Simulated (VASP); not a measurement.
**W: single point with LDA**

The system is W.

```
W
1.0
    -1.47399    1.58376    1.58376
     1.58376   -1.47399    1.58376
     1.58376    1.58376   -1.47399
W
1
Direct
  0.00000 0.00000 0.00000
```

- Program: VASP 6.6.1
- Task: single point
- Functional: LDA
- Potentials or basis: VASP PAW LDA potentials, release 64 (W_sv)
- Cutoff: 520 eV
- k mesh: 20 × 20 × 20
- Occupations: gaussian, width 0.15 eV
- Spin: no spin polarisation
- Dipole correction: no
- Further INCAR settings: ALGO = Fast; EDIFF = 1e-06; NBANDS = 13

```yaml
Pressure: -4.5 GPa
Band_gap_on_the_k_mesh: zero (bands 7 and 8 overlap by 4.35 eV)
```

Stress tensor (GPa, compression positive):
```
-4.55 -7.77 -7.77
-7.77 -4.55 -7.77
-7.77 -7.77 -4.55
```

Levels at points of the mesh, in eV from the Fermi level:
```tsv
k point	band 4	band 5	band 6	band 7	band 8	band 9	band 10	band 11
(0.00, 0.00, 0.00)	-37.51	-9.60	-2.08	-2.08	-0.13	2.40	2.40	13.99
(0.50, 0.00, 0.00)	-37.52	-6.35	-3.83	0.28	2.52	3.39	5.25	10.60
(0.50, 0.50, 0.00)	-37.60	-6.29	-3.61	1.37	1.81	2.48	6.58	10.80
(0.50, 0.50, 0.50)	-38.35	-5.92	-5.92	3.37	5.88	5.88	7.61	8.80
```

It took 3.6 min on 1 thread of AMD EPYC 7R13, with other jobs on the host, peak memory 0.22 GiB.

Caveat: the cell stands under tension; spin-orbit coupling is left out, which moves the levels of the heavy elements.
